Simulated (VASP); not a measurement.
S:

```
CELL_PARAMETERS angstrom
6.65602 0.00000 0.00000
-3.32801 5.76428 0.00000
0.00000 0.00000 2.09837
ATOMIC_POSITIONS crystal
S 0.00000 0.00000 0.00000
S 0.33333 0.66667 0.50000
S 0.66667 0.33333 0.50000
```

This isn't the form of S at room conditions, which is orthorhombic, of S8 rings.

```yaml
Program: VASP 6.6.1
Task: relaxation of shape and atoms at fixed volume
Functional: PBE
Potentials_or_basis: VASP PAW PBE potentials, release 64 (S)
Cutoff: 600 eV
k_mesh: 8 × 8 × 11
Occupations: fermi-dirac, width 0.1 eV
Spin: no spin polarisation
```

At the start: pressure 1.5 GPa; volume 26.84 Å³/atom.

Q: How do energy, volume and symmetry change on relaxing?

A: Over 3 steps the energy falls by 4.1 meV/atom; space group P6/mmm (No. 191, to 0.1 Å) before and after.

Step by step:
```tsv
step	energy change (eV)	largest force (eV/Å)	pressure (GPa)	volume (Å³)
1	0.0000	0.0000	1.48	80.51
2	-0.0117	0.0000	0.09	80.51
3	-0.0124	0.0000	0.36	80.51
```

Final structure:
```
S
1.0
     6.60813    0.00000    0.00000
    -3.30406    5.72281    0.00000
     0.00000    0.00000    2.12890
S
3
Direct
  0.00000 0.00000 0.00000
  0.33333 0.66667 0.50000
  0.66667 0.33333 0.50000
```
